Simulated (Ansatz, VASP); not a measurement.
## NaSnF3: VASP beside Ansatz

Contents of INCAR:

```
ALGO = Normal
EDIFF = 1E-6
ENCUT = 520
GGA = PE
ISIF = 2
ISMEAR = -1
LASPH = T
LCHARG = F
LREAL = F
LWAVE = F
NBANDS = 29
NELM = 100
PREC = Accurate
SIGMA = 0.02
```

KPOINTS

```
k-points
0
Gamma
  6 6 6
```

The input POSCAR:

```
NaSnF3
1.0
    4.4474081461      0.0000000000      0.0000000000
    0.0000000000      4.4474081461      0.0000000000
    0.0000000000      0.0000000000      4.7304087768
Na Sn F
1 1 3
Direct
    0.0000000000      0.0000000000      0.0000000000
    0.5000000000      0.5000000000      0.5000000000
    0.5000000000      0.5000000000      0.0000000000
    0.5000000000      0.0000000000      0.5000000000
    0.0000000000      0.5000000000      0.5000000000
```

Input for Ansatz:

```yaml
crystal:
  lattice:
    - [4.4474081461, 0.0, 0.0]
    - [0.0, 4.4474081461, 0.0]
    - [0.0, 0.0, 4.7304087768]
  atoms:
    - { symbol: Na, position: [0.0, 0.0, 0.0] }
    - { symbol: Sn, position: [0.5, 0.5, 0.5] }
    - { symbol: F, position: [0.5, 0.5, 0.0] }
    - { symbol: F, position: [0.5, 0.0, 0.5] }
    - { symbol: F, position: [0.0, 0.5, 0.5] }
kpoints:
  mp_grid: { grid: [6, 6, 6] }
  band_path:
    path:
      - [0.0, 0.0, 0.0]
      - [0.0, 0.5, 0.0]
      - [0.5, 0.5, 0.0]
      - [0.5, 0.5, 0.5]
      - [0.0, 0.0, 0.5]
    npoints: 1
hamiltonian:
  xc: pbe
scf:
  occupations: { method: fermi_dirac, width: 0.02 }
  n_extra_bands: 5
output:
  forces: true
  stress: true
  eigenvalues: true
```

Change from the starting cell: epitaxial_xy strain -4.0%.

Alike in both runs: task single point; functional PBE; k mesh 6 × 6 × 6; occupations fermi-dirac, width 0.02 eV; no spin polarisation.

```csv
,VASP,Ansatz
version,VASP 6.6.1,Ansatz 0.2.0
potentials or method,"VASP PAW PBE potentials, release 64 (Na_pv, Sn_d, F)","plane waves, PAW"
plane-wave cutoff (eV),520,420
valence electrons in the cell,42,44
```

|  | VASP | Ansatz | Ansatz less VASP |
| --- | --- | --- | --- |
| pressure (GPa) | 5.2 | 5.3 | +0.07 |
| traceless stress, the component that is largest in VASP (GPa) | -3.75 | -3.67 | +0.086 |

VASP's potentials hold 42 valence electrons a cell and Ansatz's 44, so a difference there can come from the potentials and not from the codes.
